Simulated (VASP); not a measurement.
# Rh (I4/mmm) in VASP: a series of runs, part 2 of 2

VASP 6.6.1. The steps go on from the part before.

**3. Electric field gradients, PBE (equal xx and yy strain of +2 %)**

INCAR

```
PREC     = Accurate       # precision mode
ENCUT    = 400            # plane-wave cutoff, eV
EDIFF    = 1E-8           # SCF threshold, eV
ISMEAR   = -1             # smearing method
SIGMA    = 0.08           # smearing width, eV
LREAL    = False          # projectors in reciprocal space
LASPH    = True           # aspherical terms in the spheres
NELM     = 120            # most SCF steps
ALGO     = Normal         # electronic algorithm
ISIF     = 2              # what is computed and relaxed
LWAVE    = False          # write WAVECAR
LCHARG   = False          # write CHGCAR
GGA      = PE             # functional
LEFG     = True         
NBANDS   = 14             # bands
GGA_COMPAT= False
```

KPOINTS

```
regular mesh
0
Gamma
  16 16 16
```

POSCAR

```
Rh
1.0
    0.0000000000      1.9395810000      1.9015500000
    1.9395810000      0.0000000000      1.9015500000
    1.9395810000      1.9395810000      0.0000000000
Rh
1
Direct
    0.0000000000      0.0000000000      0.0000000000
```

Potentials or basis: VASP PAW PBE potentials, release 64 (Rh_pv).

Started as:

```bash
$ cat potpaw_PBE.64/Rh_pv/POTCAR > POTCAR
$ mpirun -np 1 vasp_std > vasp.out
```

OUTCAR:

```text
PREC = Accurate
   ENCUT = 400
   EDIFF = 1E-8
   ISMEAR = -1
   LREAL = False
   LASPH = True
   NELM = 120
   ISIF = 2
   GGA = PE

 ion  position               nearest neighbor table
   1  0.000  0.000  0.000-

  LATTYP: Found a body centered tetragonal cell.
 ALAT       =     2.7429817555
 C/A-ratio  =     1.3864838847

  Lattice vectors:

 A1 = (   0.0000000000,  -1.9395810000,  -1.9015500000)
[... 614 lines left out ...]
 -----------------------------------------------------------------------------------
    total drift:                                0.000000     -0.000000     -0.000000

  FREE ENERGIE OF THE ION-ELECTRON SYSTEM (eV)
  ---------------------------------------------------
  free  energy   TOTEN  =        -7.2664384118 eV

  energy  without entropy=       -7.2349440397  energy(sigma->0) =       -7.25069123

 Electric field gradients (V/A^2)
---------------------------------------------------------------------
 ion       V_xx      V_yy      V_zz      V_xy      V_xz      V_yz
---------------------------------------------------------------------
   1       0.915     0.915    -1.829    -0.000     0.001     0.001
---------------------------------------------------------------------

 Electric field gradients after diagonalization (V/A^2)
 (convention: |V_zz| > |V_xx| > |V_yy|)
----------------------------------------------------------------------
 ion       V_xx      V_yy      V_zz     asymmetry (V_yy - V_xx)/ V_zz
----------------------------------------------------------------------
   1       0.915     0.914    -1.829       0.000
----------------------------------------------------------------------

           NMR quadrupolar parameters

 Cq : quadrupolar parameter    Cq=e*Q*V_zz/h
 eta: asymmetry parameters     (V_yy - V_xx)/ V_zz
 Q  : nuclear electric quadrupole moment in mb (millibarn)
----------------------------------------------------------------------
 ion       Cq(MHz)       eta       Q (mb)
----------------------------------------------------------------------
   1      -0.004       0.000       1.000
----------------------------------------------------------------------
```

stdout:

```text
POSCAR found type information on POSCAR Rh
 POSCAR found :  1 types and       1 ions
 scaLAPACK will be used
 LDA part: xc-table for (Slater+PW92), standard interpolation
 POSCAR, INCAR and KPOINTS ok, starting setup
 FFT: planning ... GRIDC
 FFT: planning ... GRID_SOFT
 FFT: planning ... GRID
 WAVECAR not read
 entering main loop
ion   1
```

Wall time 64 s (1 thread of Intel Xeon 8259CL, shared host); peak memory 0.15 GiB.

Results:

* Free energy: -7.2664 eV
* Pressure: -5.4 GPa
* Band gap on the k mesh: zero (an odd number of electrons rules out a gap without spin polarisation)
* Largest electric field gradient by atom: Rh -1.8 V/Å²

Electric field gradients, principal values (V/Å²):
| atom | least | middle | greatest (by size) |
| --- | --- | --- | --- |
| 1 Rh | 0.914 | 0.915 | -1.829 |

Caveat: the cell differs from its parent crystal (equal xx and yy strain of +2 %); the cell stands under tension; without QUAD_EFG the Cq values of the log hold for a quadrupole moment of 1 mb, not for the nuclei.

**4. Electric field gradients, PBE (zz strain of +2 %)**

INCAR

```
PREC = Accurate
ENCUT = 460
EDIFF = 1E-8
ISMEAR = -1
SIGMA = 0.08
LREAL = False
LASPH = True
NELM = 120
ALGO = Normal
ISIF = 2
LWAVE = False
LCHARG = False
GGA = PE
LEFG = True
NBANDS = 14
GGA_COMPAT = False
```

KPOINTS is that of step 3.

POSCAR

```
Rh
1.0
    0.0000000000      1.9015500000      1.9395810000
    1.9015500000      0.0000000000      1.9395810000
    1.9015500000      1.9015500000      0.0000000000
Rh
1
Direct
    0.0000000000      0.0000000000      0.0000000000
```

Potentials or basis: VASP PAW PBE potentials, release 64 (Rh_sv_GW).

Started as:

```bash
$ cat potpaw_PBE.64/Rh_sv_GW/POTCAR > POTCAR
$ mpirun -np 1 vasp_std > vasp.out
```

OUTCAR:

```text
PREC = Accurate
   ENCUT = 460
   EDIFF = 1E-8
   ISMEAR = -1
   LREAL = False
   LASPH = True
   NELM = 120
   ISIF = 2
   GGA = PE

 ion  position               nearest neighbor table
   1  0.000  0.000  0.000-

  LATTYP: Found a body centered tetragonal cell.
 ALAT       =     2.6891977995
 C/A-ratio  =     1.4424978336

  Lattice vectors:

 A1 = (  -1.9015500000,   0.0000000000,   1.9395810000)
[... 613 lines left out ...]
 -----------------------------------------------------------------------------------
    total drift:                               -0.000000     -0.000000     -0.000000

  FREE ENERGIE OF THE ION-ELECTRON SYSTEM (eV)
  ---------------------------------------------------
  free  energy   TOTEN  =        -6.4205066356 eV

  energy  without entropy=       -6.3900364197  energy(sigma->0) =       -6.40527153

 Electric field gradients (V/A^2)
---------------------------------------------------------------------
 ion       V_xx      V_yy      V_zz      V_xy      V_xz      V_yz
---------------------------------------------------------------------
   1      -0.847    -0.847     1.694    -0.002    -0.001    -0.001
---------------------------------------------------------------------

 Electric field gradients after diagonalization (V/A^2)
 (convention: |V_zz| > |V_xx| > |V_yy|)
----------------------------------------------------------------------
 ion       V_xx      V_yy      V_zz     asymmetry (V_yy - V_xx)/ V_zz
----------------------------------------------------------------------
   1      -0.850    -0.845     1.694       0.003
----------------------------------------------------------------------

           NMR quadrupolar parameters

 Cq : quadrupolar parameter    Cq=e*Q*V_zz/h
 eta: asymmetry parameters     (V_yy - V_xx)/ V_zz
 Q  : nuclear electric quadrupole moment in mb (millibarn)
----------------------------------------------------------------------
 ion       Cq(MHz)       eta       Q (mb)
----------------------------------------------------------------------
   1       0.004       0.003       1.000
----------------------------------------------------------------------
```

stdout:

```text
POSCAR found type information on POSCAR Rh
 POSCAR found :  1 types and       1 ions
 scaLAPACK will be used
 LDA part: xc-table for (Slater+PW92), standard interpolation
 POSCAR, INCAR and KPOINTS ok, starting setup
 FFT: planning ... GRIDC
 FFT: planning ... GRID_SOFT
 FFT: planning ... GRID
 WAVECAR not read
 entering main loop
ion   1
```

Run time: 77 s. Hardware: 1 thread of AMD EPYC 7R43 (Zen 3), shared host; peak memory 0.16 GiB.

What came out:

- Free energy: -6.4205 eV
- Pressure: -2.5 GPa
- Band gap on the k mesh: zero (an odd number of electrons rules out a gap without spin polarisation)
- Largest electric field gradient by atom: Rh +1.7 V/Å²

Electric field gradients, principal values (V/Å²):
```
atom   least  middle  greatest (by size)
1 Rh  -0.845  -0.850               1.694
```

Caveat: the cell differs from its parent crystal (zz strain of +2 %); without QUAD_EFG the Cq values of the log hold for a quadrupole moment of 1 mb, not for the nuclei.

**5. The runs side by side**

```csv
potentials or basis,cell,cutoff (eV),gap on the mesh (eV),pressure (GPa)
"VASP PAW PBE potentials, release 64 (Rh_pv)","a = 2.676, b = 2.676, c = 2.662 Å, angles 60.2, 60.2, 59.7°, 1 atom",400,none,10.8
"VASP PAW PBE potentials, release 64 (Rh_pv)","a = 2.716, b = 2.716, c = 2.743 Å, angles 59.7, 59.7, 60.7°, 1 atom",400,none,-5.4
"VASP PAW PBE potentials, release 64 (Rh_sv_GW)","a = 2.716, b = 2.716, c = 2.689 Å, angles 60.3, 60.3, 59.3°, 1 atom",460,none,-2.5
```

Alike in all rows: task electric field gradients; level PBE; no spin polarisation; k mesh 16 × 16 × 16; smearing fermi-dirac 0.08 eV.

Caveats: the cell stands under pressure (at least some runs); the cell stands under tension (at least some runs).

Total energies depend on the potentials used, so only differences within one code and one set of settings carry meaning.
